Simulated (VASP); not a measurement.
# NaLaYSbO6 (F-43m) in VASP: single point with PBE

Aim: the single point of NaLaYSbO6 with PBE.

All numbers are computed with VASP 6.6.1; they aren't measurements. Logs are shortened: lines on timing, memory, paths and dates and some standing lists are left out, and cuts for length are marked.

### 1 The cell of the first run

Symmetry: F-43m, No. 216, cubic system. Conventional cell: a = 8.329 Å, b = 8.329 Å, c = 8.329 Å, α = 90.00°, β = 90.00°, γ = 90.00°. Within 3.9 Å of Na (site symmetry -43m) lie 12 O at 2.95 Å and 4 Y at 3.61 Å and 4 Sb at 3.61 Å. Within 3.9 Å of La (site symmetry -43m) lie 12 O at 2.95 Å and 4 Y at 3.61 Å and 4 Sb at 3.61 Å. Y (site symmetry -43m) has 6 O at 2.19 Å within 2.9 Å. Within 2.6 Å of Sb (site symmetry -43m) lie 6 O at 1.98 Å. Within 2.6 Å of O (site symmetry 2mm) lie 1 Sb at 1.98 Å and 1 Y at 2.19 Å.

### 2 Single point, PBE

File INCAR:

```
PREC = Accurate
ENCUT = 520
EDIFF = 1E-7
ISMEAR = 0
SIGMA = 0.01
LREAL = False
LASPH = True
NELM = 60
ALGO = Normal
ISIF = 2
LWAVE = False
LCHARG = False
GGA = PE
NBANDS = 46
```

File KPOINTS:

```
Automatic mesh
0
Gamma
  4 4 4
```

File POSCAR:

```
NaLaYSbO6
1.0
    0.0000000000      4.1645350000      4.1645350000
    4.1645350000      0.0000000000      4.1645350000
    4.1645350000      4.1645350000      0.0000000000
Na La Y Sb O
1 1 1 1 6
Direct
    0.7500000000      0.7500000000      0.7500000000
    0.2500000000      0.2500000000      0.2500000000
    0.5000000000      0.5000000000      0.5000000000
    0.0000000000      0.0000000000      0.0000000000
    0.7625140000      0.2374860000      0.2374860000
    0.2374860000      0.7625140000      0.7625140000
    0.7625140000      0.7625140000      0.2374860000
    0.2374860000      0.2374860000      0.7625140000
    0.2374860000      0.7625140000      0.2374860000
    0.7625140000      0.2374860000      0.7625140000
```

Potentials or basis: VASP PAW PBE potentials, release 64 (Na_pv, La, Y_sv, Sb, O).

Run with:

```bash
$ cat potpaw_PBE.64/Na_pv/POTCAR potpaw_PBE.64/La/POTCAR potpaw_PBE.64/Y_sv/POTCAR potpaw_PBE.64/Sb/POTCAR potpaw_PBE.64/O/POTCAR > POTCAR
$ mpirun -np 1 vasp_std > vasp.out
```

OUTCAR:

```text
PREC = Accurate
   ENCUT = 520
   EDIFF = 1E-7
   ISMEAR = 0
   LREAL = False
   LASPH = True
   NELM = 60
   ISIF = 2
   GGA = PE

 ion  position               nearest neighbor table
   1  0.750  0.750  0.750-
   2  0.250  0.250  0.250-   4 3.61   4 3.61   4 3.61   3 3.61   3 3.61   3 3.61   4 3.61   3 3.61

   3  0.500  0.500  0.500-   5 2.19   6 2.19   7 2.19   8 2.19   9 2.19  10 2.19   2 3.61   2 3.61
                             2 3.61   2 3.61
   4  0.000  0.000  0.000-   5 1.98   6 1.98   7 1.98   8 1.98   9 1.98  10 1.98   2 3.61   2 3.61
                             2 3.61   2 3.61
   5  0.763  0.237  0.237-   4 1.98   3 2.19
   6  0.237  0.763  0.763-   4 1.98   3 2.19
   7  0.763  0.763  0.237-   4 1.98   3 2.19
   8  0.237  0.237  0.763-   4 1.98   3 2.19
   9  0.237  0.763  0.237-   4 1.98   3 2.19
  10  0.763  0.237  0.763-   4 1.98   3 2.19

  LATTYP: Found a face centered cubic cell.
 ALAT       =     8.3290700000

  Lattice vectors:

 A1 = (   0.0000000000,   4.1645350000,   4.1645350000)
 A2 = (   4.1645350000,   0.0000000000,   4.1645350000)
 A3 = (   4.1645350000,   4.1645350000,   0.0000000000)

Analysis of symmetry for initial positions (statically):
=====================================================================
 Subroutine PRICEL returns:
 Original cell was already a primitive cell.

 Routine SETGRP: Setting up the symmetry group for a
 face centered cubic supercell.

 Subroutine GETGRP returns: Found 24 space group operations
 (whereof 24 operations were pure point group operations)
 out of a pool of 48 trial point group operations.

The static configuration has the point symmetry T_d .

Analysis of symmetry for dynamics (positions and initial velocities):
=====================================================================
 Subroutine PRICEL returns:
 Original cell was already a primitive cell.

 Routine SETGRP: Setting up the symmetry group for a
 face centered cubic supercell.

 Subroutine GETGRP returns: Found 24 space group operations
 (whereof 24 operations were pure point group operations)
 out of a pool of 48 trial point group operations.

The dynamic configuration has the point symmetry T_d .

 Subroutine INISYM returns: Found 24 space group operations
[... 100 lines left out ...]
   IBRION =     -1    ionic relax: 0-MD 1-quasi-New 2-CG
   NFREE  =      0    steps in history (QN), initial steepest desc. (CG)
   ISIF   =      2    stress and relaxation
   ISYM   =      2    0-nonsym 1-usesym 2-fastsym
   POTIM  = 0.5000    time-step for ionic-motion
   TEBEG  =    0.0;   TEEND  =   0.0 temperature during run
   PSTRESS=    0.0 pullay stress
   NELECT =      70.0000    total number of electrons
   NUPDOWN=      -1.0000    fix difference up-down
   EMIN   =  10.00;   EMAX   =-10.00  energy-range for DOS
   EFERMI =   0.00;   METHOD = LEGACY
   ISMEAR =     0;   SIGMA  =   0.01  broadening in eV -4-tet -1-fermi 0-gaus
   EFERMI_NEDOS =   21; number of points for ismear=-14 and -15
   IALGO  =     38    algorithm
   IMIX   =      4    mixing-type and parameters
     AMIX     =   0.40;   BMIX     =  1.00
     AMIX_MAG =   1.60;   BMIX_MAG =  1.00
  volume/ion in A,a.u.               =      14.45        97.48
  Fermi-wavevector in a.u.,A,eV,Ry     =   1.285872  2.429945 22.496774  1.653466
  Thomas-Fermi vector in A             =   2.417980
   LORBIT       =      0    0 simple, 1 ext, 2 COOP (PROOUT), +10 PAW based schemes
   GGA     = PE    functional components
   LHFCALC =     F    Hartree Fock is set to
   AEXX    =    0.0000 exact exchange contribution
   IVDW    =     0    specifies the selected vdW correction
   LEPSILON=     F    determine dielectric tensor
   LRPA    =     F    only Hartree local field effects (RPA)
 non-spin polarized calculation
 Gauss-broadening in eV      SIGMA  =   0.01
  energy-cutoff  :      520.00
  volume of cell :      144.45
 maximum number of plane-waves:      3897
 NGX is ok and might be reduce to    48
   NGX = 21   NGY = 21   NGZ = 21

 number of electron      70.0000007 magnetization

 Free energy of the ion-electron system (eV)
  ---------------------------------------------------
  ext. energy  EPLUGINS =         0.00000000
  ---------------------------------------------------
  free energy    TOTEN  =       -71.02157077 eV

  energy without entropy =      -71.02157077  energy(sigma->0) =      -71.02157077

 E-fermi :   4.0980     XC(G=0): -10.2163

 val. band max:        3.9643505424   @ k =   0.0000   0.0000   0.0000
 cond. band min:       6.5486780924   @ k =   0.5000   0.5000   0.0000
 fundamental gap:      2.5843275500
 Fermi energy:         4.0980455490

 k-point     1 :       0.0000    0.0000    0.0000
  band No.  band energies     occupation
      1     -35.3916      2.00000
      2     -28.1234      2.00000
      3     -18.1418      2.00000
      4     -18.1418      2.00000
      5     -18.1418      2.00000
      6     -16.0682      2.00000
[... 381 lines left out ...]
     45       9.0913      0.00000
     46       9.1975      0.00000

------------------------ aborting loop because EDIFF is reached ----------------------------------------

  FORCE on cell =-STRESS in cart. coord.  units (eV):
  Direction    XX          YY          ZZ          XY          YZ          ZX
  --------------------------------------------------------------------------------------
  -------------------------------------------------------------------------------------
  Total       -0.7224087     -0.7224087     -0.7224087      0.0000000      0.0000000      0.0000000
  in kB       -8.0124260     -8.0124260     -8.0124260      0.0000000      0.0000000      0.0000000
  external PRESSURE =      -8.0124260 kB  Pullay stress =       0.0000000 kB

 VOLUME and BASIS-vectors are now :
 -----------------------------------------------------------------------------
  energy-cutoff  :      520.00
  volume of cell :      144.45
      direct lattice vectors                 reciprocal lattice vectors
     0.000000000  4.164535000  4.164535000    -0.120061423  0.120061423  0.120061423
     4.164535000  0.000000000  4.164535000     0.120061423 -0.120061423  0.120061423
     4.164535000  4.164535000  0.000000000     0.120061423  0.120061423 -0.120061423

 POSITION                                       TOTAL-FORCE (eV/Angst)
 -----------------------------------------------------------------------------------
      6.24680      6.24680      6.24680        -0.000000      0.000000     -0.000000
      2.08227      2.08227      2.08227        -0.000000      0.000000     -0.000000
      4.16453      4.16453      4.16453        -0.000000      0.000000     -0.000000
      0.00000      0.00000      0.00000        -0.000000      0.000000     -0.000000
      1.97804      4.16453      4.16453         0.161042      0.000000      0.000000
      6.35103      4.16453      4.16453        -0.161042      0.000000      0.000000
      4.16453      4.16453      6.35103         0.000000      0.000000     -0.161042
      4.16453      4.16453      1.97804         0.000000      0.000000      0.161042
      4.16453      1.97804      4.16453         0.000000      0.161042      0.000000
      4.16453      6.35103      4.16453         0.000000     -0.161042      0.000000
 -----------------------------------------------------------------------------------
    total drift:                               -0.000000     -0.000000     -0.000000

  FREE ENERGIE OF THE ION-ELECTRON SYSTEM (eV)
  ---------------------------------------------------
  free  energy   TOTEN  =       -71.0215707689 eV

  energy  without entropy=      -71.0215707689  energy(sigma->0) =      -71.02157077
```

Run time: 3 min. Hardware: 1 thread of Intel Xeon 8259CL, shared host; peak memory 0.38 GiB.

What came out:

```yaml
Free_energy: -71.0216 eV
Pressure: -0.8 GPa
Largest_force: 0.161 eV/Å
Band_gap_on_the_k_mesh: 2.58 eV (least direct gap 2.60 eV)
```

Forces in eV/Å, atoms in the order of the input:
```
Na   0.000  0.000  0.000
La   0.000  0.000  0.000
Y    0.000  0.000  0.000
Sb   0.000  0.000  0.000
O    0.161  0.000  0.000
O   -0.161  0.000  0.000
O    0.000  0.000 -0.161
O    0.000  0.000  0.161
O    0.000  0.161  0.000
O    0.000 -0.161  0.000
```

Caveat: spin-orbit coupling is left out, which moves the levels of the heavy elements. A k mesh can miss the band edges.
